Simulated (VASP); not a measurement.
# TiC (I4/mmm) in VASP: a series of runs

The runs below take TiC through single point, with r2SCAN.

Everything below comes from runs of VASP 6.6.1. Logs are shortened: lines on timing, memory, paths and dates and some standing lists are left out, and cuts for length are marked.

## (1) The cell of the first run

The structure is tetragonal, space group I4/mmm (No. 139). Conventional cell: a = 2.969 Å, b = 2.969 Å, c = 4.263 Å, α = 90.00°, β = 90.00°, γ = 90.00°. Ti (site symmetry 4/mmm) has 6 C at 2.10 to 2.13 Å within 2.8 Å. C (site symmetry 4/mmm) has 6 Ti at 2.10 to 2.13 Å within 2.8 Å.

## (2) Single point, r2SCAN (strain -0.030 along x and y, -0.015 along z)

The input, POSCAR:

```
TiC
1.0
    0.0000000000      2.0990800000      2.1315400000
    2.0990800000      0.0000000000      2.1315400000
    2.0990800000      2.0990800000      0.0000000000
Ti C
1 1
Direct
    0.0000000000      0.0000000000      0.0000000000
    0.5000000000      0.5000000000      0.5000000000
```

The input, INCAR.step1:

```
SYSTEM = TiC
  PREC = Accurate
  ENCUT = 520
  ISMEAR = 0
  SIGMA = 0.15
  LREAL = .FALSE.
  LASPH = .TRUE.
  NELM = 80
  NBANDS = 15
  GGA = PE
  ALGO = Normal
  EDIFF = 1E-4
  LWAVE = .TRUE.
  LCHARG = .FALSE.
```

The input, INCAR.step2:

```
SYSTEM = TiC
  PREC = Accurate
  ENCUT = 520
  EDIFF = 1E-6
  ISMEAR = 0
  SIGMA = 0.15
  LREAL = .FALSE.
  LASPH = .TRUE.
  NELM = 80
  ALGO = Normal
  ISIF = 2
  LWAVE = .FALSE.
  LCHARG = .FALSE.
  METAGGA = R2SCAN
  LMIXTAU = .TRUE.
  NBANDS = 15
  ISTART = 1
```

The input, KPOINTS:

```
regular mesh
0
G
  18 18 18
  0 0 0
```

Potentials or basis: VASP PAW PBE potentials, release 64 (Ti_sv, C).

On the command line:

```sh
> cat potpaw_PBE.64/Ti_sv/POTCAR potpaw_PBE.64/C/POTCAR > POTCAR
> cp INCAR.step1 INCAR
> mpirun -np 1 vasp_std > vasp.out
> cp INCAR.step2 INCAR
> mpirun -np 1 vasp_std > vasp.out
```

OUTCAR:

```text
SYSTEM = TiC
   PREC = Accurate
   ENCUT = 520
   EDIFF = 1E-6
   ISMEAR = 0
   LREAL = .FALSE.
   LASPH = .TRUE.
   NELM = 80
   ISIF = 2
   METAGGA = R2SCAN
   ISTART = 1

 ion  position               nearest neighbor table
   1  0.000  0.000  0.000-   2 2.10   2 2.10   2 2.10   2 2.10   2 2.13   2 2.13
   2  0.500  0.500  0.500-   1 2.10   1 2.10   1 2.10   1 2.10   1 2.13   1 2.13

  LATTYP: Found a body centered tetragonal cell.
 ALAT       =     2.9685474045
 C/A-ratio  =     1.4360828443

  Lattice vectors:

 A1 = (  -2.0990800000,   0.0000000000,   2.1315400000)
 A2 = (   2.0990800000,   0.0000000000,   2.1315400000)
 A3 = (   0.0000000000,   2.0990800000,  -2.1315400000)

Analysis of symmetry for initial positions (statically):
=====================================================================
 Subroutine PRICEL returns:
 Original cell was already a primitive cell.

 Routine SETGRP: Setting up the symmetry group for a
 body centered tetragonal supercell.

 Subroutine GETGRP returns: Found 16 space group operations
 (whereof 16 operations were pure point group operations)
 out of a pool of 16 trial point group operations.

The static configuration has the point symmetry D_4h.

Analysis of symmetry for dynamics (positions and initial velocities):
=====================================================================
 Subroutine PRICEL returns:
 Original cell was already a primitive cell.

 Routine SETGRP: Setting up the symmetry group for a
 body centered tetragonal supercell.

 Subroutine GETGRP returns: Found 16 space group operations
 (whereof 16 operations were pure point group operations)
 out of a pool of 16 trial point group operations.

The dynamic configuration has the point symmetry D_4h.

 Subroutine INISYM returns: Found 16 space group operations
 (whereof 16 operations are pure point group operations),
 and found     1 'primitive' translations

----------------------------------------------------------------------------------------

                                     Primitive cell

  volume of cell :      18.7837

  direct lattice vectors                    reciprocal lattice vectors
     0.000000000  2.099080000  2.131540000    -0.238199592  0.238199592  0.234572187
     2.099080000  0.000000000  2.131540000     0.238199592 -0.238199592  0.234572187
     2.099080000  2.099080000  0.000000000     0.238199592  0.238199592 -0.234572187

  length of vectors
     2.991588143  2.991588143  2.968547405     0.410490198  0.410490198  0.410490198

  position of ions in fractional coordinates (direct lattice)
     0.000000000  0.000000000  0.000000000
     0.500000000  0.500000000  0.500000000

  ion indices of the primitive-cell ions
   primitive index   ion index
                 1           1
                 2           2

----------------------------------------------------------------------------------------

 KPOINTS: regular mesh

Automatic generation of k-mesh.
 Grid dimensions read from file:
 generate k-points for:   18   18   18

 Generating k-lattice:

  Cartesian coordinates                     Fractional coordinates (reciprocal lattice)
    -0.013233311  0.013233311  0.013031788     0.055555556  0.000000000  0.000000000
     0.013233311 -0.013233311  0.013031788     0.000000000  0.055555556  0.000000000
     0.013233311  0.013233311 -0.013031788    -0.000000000 -0.000000000  0.055555556

  Length of vectors
     0.022805011  0.022805011  0.022805011

  Shift w.r.t. Gamma in fractional coordinates (k-lattice)
     0.000000000  0.000000000  0.000000000

 Subroutine IBZKPT returns following result:
 ===========================================

 Found    480 irreducible k-points:

 Following reciprocal coordinates:
            Coordinates               Weight
  0.000000  0.000000  0.000000      1.000000
  0.055556  0.000000  0.000000      8.000000
  0.111111  0.000000  0.000000      8.000000
  0.166667 -0.000000  0.000000      8.000000
  0.222222  0.000000  0.000000      8.000000
  0.277778  0.000000  0.000000      8.000000
[... 16 lines left out ...]
 -0.277778  0.055556  0.000000      8.000000
 -0.222222  0.055556  0.000000      8.000000
 [... further k-points ...]
   k-points           NKPTS =    480   k-points in BZ     NKDIM =    480   number of bands    NBANDS=     15
   number of dos      NEDOS =    301   number of ions     NIONS =      2
   total plane-waves  NPLWV =  13824
   dimension x,y,z NGX =    24 NGY =   24 NGZ =   24
   dimension x,y,z NGXF=    48 NGYF=   48 NGZF=   48
   ions per type =               1   1
   NGX,Y,Z   is equivalent  to a cutoff of  13.34, 13.34, 13.44 a.u.
   NGXF,Y,Z  is equivalent  to a cutoff of  26.67, 26.67, 26.88 a.u.
 SYSTEM =  TiC
   PREC   = accura    normal or accurate (medium, high low for compatibility)
   ISTART =      1    job   : 0-new  1-cont  2-samecut
   ICHARG =      0    charge: 1-file 2-atom 10-const
   ISPIN  =      1    spin polarized calculation?
   LNONCOLLINEAR =      F non collinear calculations
   LSORBIT =      F    spin-orbit coupling
   LASPH  =      T    aspherical Exc in radial PAW
   ENCUT  =  520.0 eV  38.22 Ry    6.18 a.u.   5.56  5.56  5.52*2*pi/ulx,y,z
   NELM   =     80;   NELMIN=  2; NELMDL=  0     # of ELM steps
   EDIFF  = 0.1E-05   stopping-criterion for ELM
   LREAL  =      F    real-space projection
   EDIFFG = 0.1E-04   stopping-criterion for IOM
   NSW    =      0    number of steps for IOM
   IBRION =     -1    ionic relax: 0-MD 1-quasi-New 2-CG
   NFREE  =      0    steps in history (QN), initial steepest desc. (CG)
   ISIF   =      2    stress and relaxation
   ISYM   =      2    0-nonsym 1-usesym 2-fastsym
   POTIM  = 0.5000    time-step for ionic-motion
   TEBEG  =    0.0;   TEEND  =   0.0 temperature during run
   PSTRESS=    0.0 pullay stress
   NELECT =      16.0000    total number of electrons
   NUPDOWN=      -1.0000    fix difference up-down
   EMIN   =  10.00;   EMAX   =-10.00  energy-range for DOS
   EFERMI =   0.00;   METHOD = LEGACY
   ISMEAR =     0;   SIGMA  =   0.15  broadening in eV -4-tet -1-fermi 0-gaus
   EFERMI_NEDOS =   21; number of points for ismear=-14 and -15
   IALGO  =     38    algorithm
   IMIX   =      4    mixing-type and parameters
     AMIX     =   0.40;   BMIX     =  1.00
     AMIX_MAG =   1.60;   BMIX_MAG =  1.00
  volume/ion in A,a.u.               =       9.39        63.38
  Fermi-wavevector in a.u.,A,eV,Ry     =   1.551866  2.932602 32.766767  2.408289
  Thomas-Fermi vector in A             =   2.656324
   LORBIT       =      0    0 simple, 1 ext, 2 COOP (PROOUT), +10 PAW based schemes
   METAGGA = R2SCAN    functional components
   LHFCALC =     F    Hartree Fock is set to
   AEXX    =    0.0000 exact exchange contribution
   IVDW    =     0    specifies the selected vdW correction
   LEPSILON=     F    determine dielectric tensor
   LRPA    =     F    only Hartree local field effects (RPA)
 non-spin polarized calculation
 Gauss-broadening in eV      SIGMA  =   0.15
  energy-cutoff  :      520.00
  volume of cell :       18.78
 maximum number of plane-waves:       532
 NGX is ok and might be reduce to    24
   NGX = 11   NGY = 11   NGZ = 11

 number of electron      15.9999999 magnetization

 Free energy of the ion-electron system (eV)
  ---------------------------------------------------
  ext. energy  EPLUGINS =         0.00000000
  ---------------------------------------------------
  free energy    TOTEN  =       -24.75368363 eV

  energy without entropy =      -24.75075053  energy(sigma->0) =      -24.75221708

 E-fermi :  10.4484     XC(G=0): -14.0507

 val. band max:       10.4446344974   @ k =   0.2778   0.0000   0.2222
 cond. band min:      10.4497212733   @ k =   0.1111   0.0556   0.0000
 fundamental gap:      0.0050867759
 Fermi energy:        10.4484380702

 k-point     1 :       0.0000    0.0000    0.0000
  band No.  band energies     occupation
      1     -48.2922      2.00000
      2     -23.2327      2.00000
      3     -23.2186      2.00000
      4     -23.2185      2.00000
      5      -3.1351      2.00000
      6      11.2435      0.00000
      7      11.3840      0.00000
      8      11.3840      0.00000
      9      12.1555      0.00000
     10      12.2352      0.00000
     11      12.2352      0.00000
     12      12.2699      0.00000
     13      12.3982      0.00000
     14      22.8735      0.00000
     15      25.5860      0.00000

 k-point     2 :       0.0556    0.0000    0.0000
  band No.  band energies     occupation
      1     -48.2890      2.00000
      2     -23.2473      2.00000
      3     -23.2278      2.00000
      4     -23.2201      2.00000
      5      -3.0555      2.00000
      6      10.8542      0.00013
      7      11.0252      0.00000
      8      11.1213      0.00000
      9      11.6018      0.00000
     10      11.6577      0.00000
     11      12.5140      0.00000
     12      13.2431      0.00000
     13      13.3576      0.00000
     14      23.0054      0.00000
     15      25.6356      0.00000

 k-point     3 :       0.1111    0.0000    0.0000
  band No.  band energies     occupation
      1     -48.2797      2.00000
      2     -23.3076      2.00000
      3     -23.2357      2.00000
      4     -23.2247      2.00000
      5      -2.8213      2.00000
      6       9.9850      1.99999
      7      10.2043      1.97866
      8      10.2819      1.88358
      9      11.6954      0.00000
     10      11.7518      0.00000
     11      12.9192      0.00000
     12      14.3207      0.00000
     13      14.4529      0.00000
     14      23.3353      0.00000
     15      25.7220      0.00000
[... 343 lines left out ...]
 k-point    23 :      -0.2778    0.0556    0.0000
  band No.  band energies     occupation
      1     -48.2211      2.00000
      2     -23.6739      2.00000
      3     -23.2967      2.00000
      4     -23.2433      2.00000
      5      -1.0849      2.00000
      6       6.4775      2.00000
      7       7.8191      2.00000
      8       8.0380      2.00000
      9      12.7262      0.00000
     10      13.0934      0.00000
     11      14.2067      0.00000
     12      17.1570      0.00000
     13      18.5013      0.00000
     14      22.4504      0.00000
     15      26.9725      0.00000

 k-point    24 :      -0.2222    0.0556    0.0000
  band No.  band energies     occupation
      1     -48.2394      2.00000
      2     -23.5591      2.00000
      3     -23.2847      2.00000
      4     -23.2337      2.00000
      5      -1.6936      2.00000
      6       7.4749      2.00000
      7       8.3268      2.00000
      8       8.6007      2.00000
      9      12.3130      0.00000
     10      12.7093      0.00000
     11      13.8568      0.00000
     12      16.2116      0.00000
     13      17.5833      0.00000
     14      23.3274      0.00000
     15      26.2727      0.00000

 [... further k-points ...]

------------------------ aborting loop because EDIFF is reached ----------------------------------------

  FORCE on cell =-STRESS in cart. coord.  units (eV):
  Direction    XX          YY          ZZ          XY          YZ          ZX
  --------------------------------------------------------------------------------------
  -------------------------------------------------------------------------------------
  Total        3.1889095      3.1889095      2.1997858      0.0000000      0.0000000     -0.0000000
  in kB      272.0015078    272.0015078    187.6331215      0.0000000      0.0000000     -0.0000000
  external PRESSURE =     243.8787123 kB  Pullay stress =       0.0000000 kB

 VOLUME and BASIS-vectors are now :
 -----------------------------------------------------------------------------
  energy-cutoff  :      520.00
  volume of cell :       18.78
      direct lattice vectors                 reciprocal lattice vectors
     0.000000000  2.099080000  2.131540000    -0.238199592  0.238199592  0.234572187
     2.099080000  0.000000000  2.131540000     0.238199592 -0.238199592  0.234572187
     2.099080000  2.099080000  0.000000000     0.238199592  0.238199592 -0.234572187

 POSITION                                       TOTAL-FORCE (eV/Angst)
 -----------------------------------------------------------------------------------
      0.00000      0.00000      0.00000         0.000000     -0.000000     -0.000000
      2.09908      2.09908      2.13154         0.000000      0.000000      0.000000
 -----------------------------------------------------------------------------------
    total drift:                                0.000000     -0.000000     -0.000000

  FREE ENERGIE OF THE ION-ELECTRON SYSTEM (eV)
  ---------------------------------------------------
  free  energy   TOTEN  =       -24.7536836276 eV

  energy  without entropy=      -24.7507505263  energy(sigma->0) =      -24.75221708
```

Wall time 3.9 min (1 thread of Intel Xeon Platinum 8488C (Sapphire Rapids), shared host); peak memory 0.26 GiB.

Results:

| Quantity | Value |
| --- | --- |
| Free energy | -24.7537 eV |
| Pressure | 24.4 GPa |
| Band gap on the k mesh | zero (band 8 reaches 11.38 eV, above the bottom of band 9 at 9.92 eV) |

Caveat: the cell differs from its parent crystal (strain -0.030 along x and y, -0.015 along z); the PAW data sets were made with another functional, which shifts forces and pressure a little.

## (3) Single point, r2SCAN (strain -0.030 along x and y, +0.000 along z)

The input, POSCAR:

```
TiC
1.0
    0.0000000000      2.0990800000      2.1640000000
    2.0990800000      0.0000000000      2.1640000000
    2.0990800000      2.0990800000      0.0000000000
Ti C
1 1
Direct
    0.0000000000      0.0000000000      0.0000000000
    0.5000000000      0.5000000000      0.5000000000
```

The input, INCAR.step1:

```
PREC = Accurate
ENCUT = 520
ISMEAR = 0
SIGMA = 0.15
LREAL = F
LASPH = T
NELM = 60
NBANDS = 15
GGA = PE
ALGO = Normal
EDIFF = 1E-4
LWAVE = T
LCHARG = F
```

The input, INCAR.step2:

```
PREC = Accurate
ENCUT = 520
EDIFF = 1E-7
ISMEAR = 0
SIGMA = 0.15
LREAL = F
LASPH = T
NELM = 60
ALGO = Normal
ISIF = 2
LWAVE = F
LCHARG = F
METAGGA = R2SCAN
LMIXTAU = T
NBANDS = 15
ISTART = 1
```

The input, KPOINTS:

```
regular mesh
0
Gamma
  18 18 18
```

Potentials or basis: VASP PAW PBE potentials, release 64 (Ti_sv, C).

On the command line:

```sh
> cat potpaw_PBE.64/Ti_sv/POTCAR potpaw_PBE.64/C/POTCAR > POTCAR
> cp INCAR.step1 INCAR
> mpirun -np 1 vasp_std > vasp.out
> cp INCAR.step2 INCAR
> mpirun -np 1 vasp_std > vasp.out
```

OUTCAR:

```text
PREC = Accurate
   ENCUT = 520
   EDIFF = 1E-7
   ISMEAR = 0
   LREAL = F
   LASPH = T
   NELM = 60
   ISIF = 2
   METAGGA = R2SCAN
   ISTART = 1

 ion  position               nearest neighbor table
   1  0.000  0.000  0.000-   2 2.10   2 2.10   2 2.10   2 2.10   2 2.16   2 2.16
   2  0.500  0.500  0.500-   1 2.10   1 2.10   1 2.10   1 2.10   1 2.16   1 2.16

  LATTYP: Found a body centered tetragonal cell.
 ALAT       =     2.9685474045
 C/A-ratio  =     1.4579521262

  Lattice vectors:

 A1 = (  -2.0990800000,   0.0000000000,   2.1640000000)
 A2 = (   2.0990800000,   0.0000000000,   2.1640000000)
 A3 = (   0.0000000000,   2.0990800000,  -2.1640000000)

Analysis of symmetry for initial positions (statically):
=====================================================================
 Subroutine PRICEL returns:
 Original cell was already a primitive cell.

 Routine SETGRP: Setting up the symmetry group for a
 body centered tetragonal supercell.

 Subroutine GETGRP returns: Found 16 space group operations
 (whereof 16 operations were pure point group operations)
 out of a pool of 16 trial point group operations.

The static configuration has the point symmetry D_4h.

[... 174 lines left out ...]
      6      10.9655      0.00000
      7      11.2389      0.00000
      8      11.2389      0.00000
      9      11.9028      0.00000
     10      11.9747      0.00000
     11      12.0510      0.00000
     12      12.0510      0.00000
     13      12.2358      0.00000
     14      22.4593      0.00000
[... 401 lines left out ...]
      2     -23.7844      2.00000
      3     -23.5339      2.00000
      4     -23.4647      2.00000
      5      -1.8228      2.00000
      6       7.3112      2.00000
      7       8.1766      2.00000
      8       8.3944      2.00000
      9      12.1272      0.00000
     10      12.4710      0.00000
     11      13.6333      0.00000
     12      15.8421      0.00000
     13      17.3879      0.00000
     14      22.9777      0.00000
     15      25.8788      0.00000

 [... further k-points ...]

------------------------ aborting loop because EDIFF is reached ----------------------------------------

  FORCE on cell =-STRESS in cart. coord.  units (eV):
  Direction    XX          YY          ZZ          XY          YZ          ZX
  --------------------------------------------------------------------------------------
  -------------------------------------------------------------------------------------
  Total        2.9462743      2.9462743      1.1089064      0.0000000     -0.0000000      0.0000000
  in kB      247.5360874    247.5360874     93.1665988      0.0000000     -0.0000000      0.0000000
  external PRESSURE =     196.0795912 kB  Pullay stress =       0.0000000 kB

 VOLUME and BASIS-vectors are now :
 -----------------------------------------------------------------------------
  energy-cutoff  :      520.00
  volume of cell :       19.07
      direct lattice vectors                 reciprocal lattice vectors
     0.000000000  2.099080000  2.164000000    -0.238199592  0.238199592  0.231053604
     2.099080000  0.000000000  2.164000000     0.238199592 -0.238199592  0.231053604
     2.099080000  2.099080000  0.000000000     0.238199592  0.238199592 -0.231053604

 POSITION                                       TOTAL-FORCE (eV/Angst)
 -----------------------------------------------------------------------------------
      0.00000      0.00000      0.00000         0.000000     -0.000000      0.000000
      2.09908      2.09908      2.16400        -0.000000      0.000000     -0.000000
 -----------------------------------------------------------------------------------
    total drift:                                0.000000     -0.000000     -0.000000

  FREE ENERGIE OF THE ION-ELECTRON SYSTEM (eV)
  ---------------------------------------------------
  free  energy   TOTEN  =       -24.7788567176 eV

  energy  without entropy=      -24.7759551351  energy(sigma->0) =      -24.77740593
```

OUTCAR.step1:

```text
PREC = Accurate
   ENCUT = 520
   ISMEAR = 0
   LREAL = F
   LASPH = T
[... 653 lines left out ...]
 -----------------------------------------------------------------------------------
      0.00000      0.00000      0.00000         0.000000      0.000000      0.000000
      2.09908      2.09908      2.16400         0.000000      0.000000     -0.000000
 -----------------------------------------------------------------------------------
    total drift:                                0.000000     -0.000000     -0.000000

  FREE ENERGIE OF THE ION-ELECTRON SYSTEM (eV)
  ---------------------------------------------------
  free  energy   TOTEN  =       -18.6214241707 eV

  energy  without entropy=      -18.6180827518  energy(sigma->0) =      -18.61975346
```

Wall time 5.9 min (1 thread of Intel Xeon Platinum 8488C (Sapphire Rapids), shared host); peak memory 0.26 GiB.

What came out:

| Quantity | Value |
| --- | --- |
| Free energy | -24.7789 eV |
| Pressure | 19.6 GPa |
| Band gap on the k mesh | zero (band 8 reaches 11.24 eV, above the bottom of band 9 at 9.68 eV) |

Stress tensor (GPa, compression positive):
```
24.75  0.00  0.00
 0.00 24.75  0.00
 0.00  0.00  9.32
```

Caveat: the cell differs from its parent crystal (strain -0.030 along x and y, +0.000 along z); the PAW data sets were made with another functional, which shifts forces and pressure a little.

(Continued in part 2 of 2.)
